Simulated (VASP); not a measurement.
HfO2: dielectric tensor with r2SCAN

HfO2:

```
Hf O
1.0
     3.71976    0.00000    0.00000
     0.00000    3.71976    0.00000
     0.00000    0.00000    5.41031
Hf O
2 4
Direct
  0.50000 0.50000 0.50000
  0.00000 0.00000 0.00000
  0.00000 0.50000 0.67387
  0.50000 0.00000 0.82613
  0.50000 0.00000 0.32613
  0.00000 0.50000 0.17387
```

This cell differs from its parent crystal: strain +4.0%.

```
Program                : VASP 6.6.1
Task                   : dielectric tensor
Functional             : r2SCAN
Potentials or basis    : VASP PAW PBE potentials, release 64 (Hf_pv, O)
Cutoff                 : 520 eV
k mesh                 : 6 × 6 × 4
Occupations            : gaussian, width 0.01 eV
Spin                   : no spin polarisation
Dipole correction      : no
Further INCAR settings : ALGO = Normal; EDIFF = 1e-08
```

* Band gap on the k mesh: 4.86 eV (least direct gap 5.03 eV)
* Electronic dielectric tensor (diagonal): 4.90, 4.90, 4.11
* Born charges (mean of the diagonal): Hf +5.18; O -2.59 e

Levels at points of the mesh, in eV from the valence-band top:
| k point | band 19 | band 20 | band 21 | band 22 | band 23 | band 24 | band 25 | band 26 |
| --- | --- | --- | --- | --- | --- | --- | --- | --- |
| (0.00, 0.00, 0.00) | -1.13 | -0.25 | -0.25 | -0.17 | 4.86 | 4.98 | 5.66 | 5.97 |
| (0.50, 0.00, 0.00) | -1.37 | -1.37 | -0.15 | -0.15 | 5.11 | 5.11 | 6.19 | 6.19 |
| (0.50, 0.50, 0.00) | -1.10 | -1.10 | -0.41 | -0.41 | 5.66 | 5.66 | 6.53 | 6.54 |
| (0.00, 0.00, 0.50) | -1.12 | -1.12 | -0.19 | -0.19 | 5.37 | 5.37 | 5.90 | 5.90 |
| (0.50, 0.00, 0.50) | -1.51 | -1.51 | -0.83 | -0.83 | 5.20 | 5.20 | 5.90 | 5.90 |
| (0.50, 0.50, 0.50) | -1.71 | -1.71 | -0.47 | -0.47 | 5.66 | 5.66 | 6.60 | 6.60 |

Electronic dielectric tensor:
```
4.90 0.00 0.00
0.00 4.90 0.00
0.00 0.00 4.11
```

Born effective charge tensors (e):
atom 1, Hf
```
5.60 0.00 0.00
0.00 5.60 0.00
0.00 0.00 4.35
```
atom 2, Hf
```
5.60 0.00 0.00
0.00 5.60 0.00
0.00 0.00 4.35
```
atom 3, O
```
-3.74  0.00  0.00
 0.00 -1.86  0.00
 0.00  0.00 -2.17
```
atom 4, O
```
-3.74  0.00  0.00
 0.00 -1.86  0.00
 0.00  0.00 -2.17
```
atom 5, O
```
-1.86  0.00  0.00
 0.00 -3.74  0.00
 0.00  0.00 -2.17
```
atom 6, O
```
-1.86  0.00  0.00
 0.00 -3.74  0.00
 0.00  0.00 -2.17
```

Dipole moments of the cell (e·Å, modulo the quantum): ionic -40.917, -40.917, -27.052; electronic -3.720, -3.720, -5.397

Wall time 13 min on 4 MPI ranks on Intel(R) Xeon(R) Platinum 8375C CPU @ 2.90GHz (Ice Lake), with other jobs on the host, peak memory 0.48 GiB a rank.

Caveat: the cell differs from its parent crystal (strain +4.0%); spin-orbit coupling is left out, which moves the levels of the heavy elements. A k mesh can miss the band edges.
